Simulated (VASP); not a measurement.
# MoIr4 (Im-3m) in VASP: further runs

The runs below take MoIr4 through single point, relaxation of cell and atoms, with PBE.

All numbers are computed with VASP 6.6.1; they aren't measurements. Logs are shortened: lines on timing, memory, paths and dates and some standing lists are left out, and cuts for length are marked.

## (1) The cell of the first run

Symmetry: Im-3m, No. 229, cubic system. The conventional cell has a = 5.348 Å, b = 5.348 Å, c = 5.348 Å, α = 90.00°, β = 90.00°, γ = 90.00°. Mo (site symmetry m-3m) has 8 Ir at 2.32 Å within 3.1 Å. Within 3.1 Å of Ir (site symmetry -3m) lie 2 Mo at 2.32 Å and 6 Ir at 2.67 Å.

The cell was generated, and may not be a known phase.

## (2) Single point, PBE

Contents of INCAR:

```
ALGO     = Normal         # electronic algorithm
EDIFF    = 1E-6           # SCF threshold, eV
ENCUT    = 520            # plane-wave cutoff, eV
GGA      = PE             # functional
ISIF     = 2              # what is computed and relaxed
ISMEAR   = 0              # smearing method
LASPH    = T              # aspherical terms in the spheres
LCHARG   = T              # write CHGCAR
LELF     = T              # ELF
LREAL    = F              # projectors in reciprocal space
LVHAR    = T            
LWAVE    = F              # write WAVECAR
NBANDS   = 33             # bands
NELM     = 80             # most SCF steps
PREC     = Accurate       # precision mode
SIGMA    = 0.1            # smearing width, eV
```

Contents of KPOINTS:

```
k-points
0
Gamma
  4 4 4
```

Contents of POSCAR:

```
MoIr4
1.0
   -2.6738161000      2.6738161000      2.6738161000
    2.6738161000     -2.6738161000      2.6738161000
    2.6738161000      2.6738161000     -2.6738161000
Mo Ir
1 4
Direct
    0.0000000000      0.0000000000      0.0000000000
    0.0000000000      0.0000000000      0.5000000000
    0.0000000000      0.5000000000      0.0000000000
    0.5000000000      0.0000000000      0.0000000000
    0.5000000000      0.5000000000      0.5000000000
```

Potentials or basis: VASP PAW PBE potentials, release 64 (Mo_sv, Ir).

Started as:

```console
cat potpaw_PBE.64/Mo_sv/POTCAR potpaw_PBE.64/Ir/POTCAR > POTCAR
mpirun -np 1 vasp_std > vasp.out
```

OUTCAR:

```text
EDIFF = 1E-6
   ENCUT = 520
   GGA = PE
   ISIF = 2
   ISMEAR = 0
   LASPH = T
   LREAL = F
   NELM = 80
   PREC = Accurate

 ion  position               nearest neighbor table
   1  0.000  0.000  0.000-   2 2.32   3 2.32   4 2.32   5 2.32   2 2.32   3 2.32   4 2.32   5 2.32

   2  0.000  0.000  0.500-   1 2.32   1 2.32   4 2.67   5 2.67   3 2.67   3 2.67   4 2.67   5 2.67

   3  0.000  0.500  0.000-   1 2.32   1 2.32   4 2.67   5 2.67   2 2.67   2 2.67   5 2.67   4 2.67

   4  0.500  0.000  0.000-   1 2.32   1 2.32   3 2.67   5 2.67   5 2.67   2 2.67   2 2.67   3 2.67

   5  0.500  0.500  0.500-   1 2.32   1 2.32   3 2.67   4 2.67   4 2.67   3 2.67   2 2.67   2 2.67

  LATTYP: Found a body centered cubic cell.
 ALAT       =     5.3476322000

  Lattice vectors:

 A1 = (  -2.6738161000,   2.6738161000,   2.6738161000)
 A2 = (   2.6738161000,  -2.6738161000,   2.6738161000)
 A3 = (   2.6738161000,   2.6738161000,  -2.6738161000)

Analysis of symmetry for initial positions (statically):
=====================================================================
 Subroutine PRICEL returns:
 Original cell was already a primitive cell.

 Routine SETGRP: Setting up the symmetry group for a
 body centered cubic supercell.

 Subroutine GETGRP returns: Found 48 space group operations
 (whereof 48 operations were pure point group operations)
 out of a pool of 48 trial point group operations.

The static configuration has the point symmetry O_h .

Analysis of symmetry for dynamics (positions and initial velocities):
=====================================================================
 Subroutine PRICEL returns:
 Original cell was already a primitive cell.

 Routine SETGRP: Setting up the symmetry group for a
 body centered cubic supercell.

 Subroutine GETGRP returns: Found 48 space group operations
 (whereof 48 operations were pure point group operations)
 out of a pool of 48 trial point group operations.

The dynamic configuration has the point symmetry O_h .

 Subroutine INISYM returns: Found 48 space group operations
 (whereof 48 operations are pure point group operations),
 and found     1 'primitive' translations

----------------------------------------------------------------------------------------

                                     Primitive cell

  volume of cell :      76.4636

  direct lattice vectors                    reciprocal lattice vectors
    -2.673816100  2.673816100  2.673816100     0.000000000  0.186998650  0.186998650
     2.673816100 -2.673816100  2.673816100     0.186998650  0.000000000  0.186998650
     2.673816100  2.673816100 -2.673816100     0.186998650  0.186998650  0.000000000

  length of vectors
     4.631185335  4.631185335  4.631185335     0.264456026  0.264456026  0.264456026

  position of ions in fractional coordinates (direct lattice)
     0.000000000  0.000000000  0.000000000
     0.000000000  0.000000000  0.500000000
     0.000000000  0.500000000  0.000000000
     0.500000000  0.000000000  0.000000000
     0.500000000  0.500000000  0.500000000

  ion indices of the primitive-cell ions
   primitive index   ion index
                 1           1
                 2           2
                 3           3
                 4           4
                 5           5

----------------------------------------------------------------------------------------

 KPOINTS: k-points

Automatic generation of k-mesh.
 Grid dimensions read from file:
 generate k-points for:    4    4    4

 Generating k-lattice:

  Cartesian coordinates                     Fractional coordinates (reciprocal lattice)
     0.000000000  0.046749662  0.046749662     0.250000000  0.000000000  0.000000000
     0.046749662  0.000000000  0.046749662     0.000000000  0.250000000  0.000000000
     0.046749662  0.046749662  0.000000000     0.000000000  0.000000000  0.250000000

  Length of vectors
     0.066114007  0.066114007  0.066114007

  Shift w.r.t. Gamma in fractional coordinates (k-lattice)
     0.000000000  0.000000000  0.000000000

 Subroutine IBZKPT returns following result:
 ===========================================

 Found      8 irreducible k-points:

 Following reciprocal coordinates:
            Coordinates               Weight
  0.000000  0.000000  0.000000      1.000000
  0.250000  0.000000  0.000000     12.000000
  0.500000  0.000000  0.000000      6.000000
  0.250000  0.250000  0.000000     24.000000
  0.250000  0.250000  0.250000      2.000000
 -0.250000  0.250000  0.250000      6.000000
  0.500000  0.500000  0.250000     12.000000
  0.500000  0.500000  0.500000      1.000000
   k-points           NKPTS =      8   k-points in BZ     NKDIM =      8   number of bands    NBANDS=     33
   number of dos      NEDOS =    301   number of ions     NIONS =      5
   total plane-waves  NPLWV =  46656
   dimension x,y,z NGX =    36 NGY =   36 NGZ =   36
   dimension x,y,z NGXF=    72 NGYF=   72 NGZF=   72
   ions per type =               1   4
   NGX,Y,Z   is equivalent  to a cutoff of  12.92, 12.92, 12.92 a.u.
   NGXF,Y,Z  is equivalent  to a cutoff of  25.85, 25.85, 25.85 a.u.
 SYSTEM =  unknown system
   PREC   = accura    normal or accurate (medium, high low for compatibility)
   ISTART =      0    job   : 0-new  1-cont  2-samecut
   ICHARG =      2    charge: 1-file 2-atom 10-const
   ISPIN  =      1    spin polarized calculation?
   LNONCOLLINEAR =      F non collinear calculations
   LSORBIT =      F    spin-orbit coupling
   LASPH  =      T    aspherical Exc in radial PAW
   ENCUT  =  520.0 eV  38.22 Ry    6.18 a.u.   8.61  8.61  8.61*2*pi/ulx,y,z
   NELM   =     80;   NELMIN=  2; NELMDL= -5     # of ELM steps
   EDIFF  = 0.1E-05   stopping-criterion for ELM
   LREAL  =      F    real-space projection
   EDIFFG = 0.1E-04   stopping-criterion for IOM
   NSW    =      0    number of steps for IOM
   IBRION =     -1    ionic relax: 0-MD 1-quasi-New 2-CG
   NFREE  =      0    steps in history (QN), initial steepest desc. (CG)
   ISIF   =      2    stress and relaxation
   ISYM   =      2    0-nonsym 1-usesym 2-fastsym
   POTIM  = 0.5000    time-step for ionic-motion
   TEBEG  =    0.0;   TEEND  =   0.0 temperature during run
   PSTRESS=    0.0 pullay stress
   NELECT =      50.0000    total number of electrons
   NUPDOWN=      -1.0000    fix difference up-down
   EMIN   =  10.00;   EMAX   =-10.00  energy-range for DOS
   EFERMI =   0.00;   METHOD = LEGACY
   ISMEAR =     0;   SIGMA  =   0.10  broadening in eV -4-tet -1-fermi 0-gaus
   EFERMI_NEDOS =   21; number of points for ismear=-14 and -15
   IALGO  =     38    algorithm
   IMIX   =      4    mixing-type and parameters
     AMIX     =   0.40;   BMIX     =  1.00
     AMIX_MAG =   1.60;   BMIX_MAG =  1.00
  volume/ion in A,a.u.               =      15.29       103.20
  Fermi-wavevector in a.u.,A,eV,Ry     =   1.420954  2.685213 27.471657  2.019110
  Thomas-Fermi vector in A             =   2.541815
   LORBIT       =      0    0 simple, 1 ext, 2 COOP (PROOUT), +10 PAW based schemes
   GGA     = PE    functional components
   LHFCALC =     F    Hartree Fock is set to
   AEXX    =    0.0000 exact exchange contribution
   IVDW    =     0    specifies the selected vdW correction
   LEPSILON=     F    determine dielectric tensor
   LRPA    =     F    only Hartree local field effects (RPA)
 non-spin polarized calculation
 Gauss-broadening in eV      SIGMA  =   0.10
  energy-cutoff  :      520.00
  volume of cell :       76.46
 maximum number of plane-waves:      2112
 NGX is ok and might be reduce to    36
   NGX = 17   NGY = 17   NGZ = 17

 number of electron      50.0000004 magnetization

 Free energy of the ion-electron system (eV)
  ---------------------------------------------------
  ext. energy  EPLUGINS =         0.00000000
  ---------------------------------------------------
  free energy    TOTEN  =       -38.61701776 eV

  energy without entropy =      -38.58754951  energy(sigma->0) =      -38.60228364

 E-fermi :   9.6129     XC(G=0): -13.2153

 val. band max:        9.4009774039   @ k =   0.2500   0.0000   0.0000
 cond. band min:       9.6152170970   @ k =  -0.2500   0.2500   0.2500
 fundamental gap:      0.2142396931
 Fermi energy:         9.6129190508

 k-point     1 :       0.0000    0.0000    0.0000
  band No.  band energies     occupation
      1     -52.0360      2.00000
      2     -26.2931      2.00000
      3     -26.2931      2.00000
      4     -26.2931      2.00000
      5       0.3480      2.00000
      6       1.3555      2.00000
[... 25 lines left out ...]
     32      13.3205      0.00000
     33      13.3205      0.00000

 k-point     2 :       0.2500    0.0000    0.0000
  band No.  band energies     occupation
      1     -52.0184      2.00000
      2     -26.4101      2.00000
      3     -26.3531      2.00000
      4     -26.2975      2.00000
      5       1.1294      2.00000
      6       1.8951      2.00000
[... 25 lines left out ...]
     32      13.8314      0.00000
     33      14.2694      0.00000

 k-point     3 :       0.5000    0.0000    0.0000
  band No.  band energies     occupation
      1     -52.0007      2.00000
      2     -26.5254      2.00000
      3     -26.4124      2.00000
      4     -26.3019      2.00000
      5       1.5800      2.00000
      6       2.6471      2.00000
[... 25 lines left out ...]
     32      13.9896      0.00000
     33      14.4733      0.00000

 k-point     4 :       0.2500    0.2500    0.0000
  band No.  band energies     occupation
      1     -52.0007      2.00000
      2     -26.4926      2.00000
      3     -26.4136      2.00000
      4     -26.3345      2.00000
      5       2.0251      2.00000
      6       2.5771      2.00000
[... 25 lines left out ...]
     32      13.0047      0.00000
     33      15.3150      0.00000

 k-point     5 :       0.2500    0.2500    0.2500
  band No.  band energies     occupation
      1     -52.0006      2.00000
      2     -26.4133      2.00000
      3     -26.4133      2.00000
      4     -26.4133      2.00000
      5       3.5787      2.00000
      6       3.5787      2.00000
[... 25 lines left out ...]
     32      13.4078      0.00000
     33      13.4078      0.00000

 k-point     6 :      -0.2500    0.2500    0.2500
  band No.  band energies     occupation
      1     -52.0009      2.00000
      2     -26.4156      2.00000
      3     -26.4140      2.00000
      4     -26.4140      2.00000
      5       1.9045      2.00000
      6       2.3884      2.00000
[... 25 lines left out ...]
     32      13.3695      0.00000
     33      14.0732      0.00000

 k-point     7 :       0.5000    0.5000    0.2500
  band No.  band energies     occupation
      1     -51.9834      2.00000
      2     -26.5303      2.00000
      3     -26.4741      2.00000
      4     -26.4194      2.00000
      5       2.5429      2.00000
      6       3.4671      2.00000
[... 25 lines left out ...]
     32      12.3407      0.00000
     33      14.0774      0.00000

 k-point     8 :       0.5000    0.5000    0.5000
  band No.  band energies     occupation
      1     -51.9660      2.00000
      2     -26.5352      2.00000
      3     -26.5352      2.00000
      4     -26.5352      2.00000
      5       3.5610      2.00000
      6       3.5610      2.00000
[... 25 lines left out ...]
     32      11.8866      0.00000
     33      13.8592      0.00000

------------------------ aborting loop because EDIFF is reached ----------------------------------------

  FORCE on cell =-STRESS in cart. coord.  units (eV):
  Direction    XX          YY          ZZ          XY          YZ          ZX
  --------------------------------------------------------------------------------------
  -------------------------------------------------------------------------------------
  Total       30.2139064     30.2139064     30.2139064     -0.0000000      0.0000000     -0.0000000
  in kB      633.0862320    633.0862320    633.0862320     -0.0000000      0.0000000     -0.0000000
  external PRESSURE =     633.0862320 kB  Pullay stress =       0.0000000 kB

 VOLUME and BASIS-vectors are now :
 -----------------------------------------------------------------------------
  energy-cutoff  :      520.00
  volume of cell :       76.46
      direct lattice vectors                 reciprocal lattice vectors
    -2.673816100  2.673816100  2.673816100     0.000000000  0.186998650  0.186998650
     2.673816100 -2.673816100  2.673816100     0.186998650  0.000000000  0.186998650
     2.673816100  2.673816100 -2.673816100     0.186998650  0.186998650  0.000000000

 POSITION                                       TOTAL-FORCE (eV/Angst)
 -----------------------------------------------------------------------------------
      0.00000      0.00000      0.00000         0.000000      0.000000      0.000000
      1.33691      1.33691     -1.33691        -0.000000     -0.000000      0.000000
      1.33691     -1.33691      1.33691         0.000000      0.000000     -0.000000
     -1.33691      1.33691      1.33691         0.000000     -0.000000      0.000000
      1.33691      1.33691      1.33691        -0.000000     -0.000000     -0.000000
 -----------------------------------------------------------------------------------
    total drift:                               -0.000000     -0.000000      0.000000

  FREE ENERGIE OF THE ION-ELECTRON SYSTEM (eV)
  ---------------------------------------------------
  free  energy   TOTEN  =       -38.6170177597 eV

  energy  without entropy=      -38.5875495142  energy(sigma->0) =      -38.60228364
```

Run time: 65 s. Hardware: 1 thread of Intel Xeon 8259CL, shared host; peak memory 0.2 GiB.

What came out:

```yaml
Free_energy: -38.6170 eV
Pressure: 63.3 GPa
Band_gap_on_the_k_mesh: zero (bands 25 and 26 overlap by 3.25 eV)
```

Levels at points of the mesh, in eV from the Fermi level:
| k point | band 23 | band 24 | band 25 | band 26 | band 27 | band 28 |
| --- | --- | --- | --- | --- | --- | --- |
| (0.00, 0.00, 0.00) | 2.08 | 2.08 | 2.08 | 2.77 | 2.77 | 3.60 |
| (0.50, 0.00, 0.00) | -1.10 | -0.97 | -0.76 | -0.70 | -0.45 | 1.10 |
| (0.50, 0.50, 0.50) | -1.81 | -1.81 | -1.15 | -0.88 | 0.72 | 0.72 |

Caveat: the k points lie up to 0.42 Å⁻¹ apart, too coarse for converged energies and pressures of a metal; spin-orbit coupling is left out, which moves the levels of the heavy elements.

(Continued in part 2 of 2.)

The gap in the log of VASP goes by the Fermi energy; the results here count the filled bands.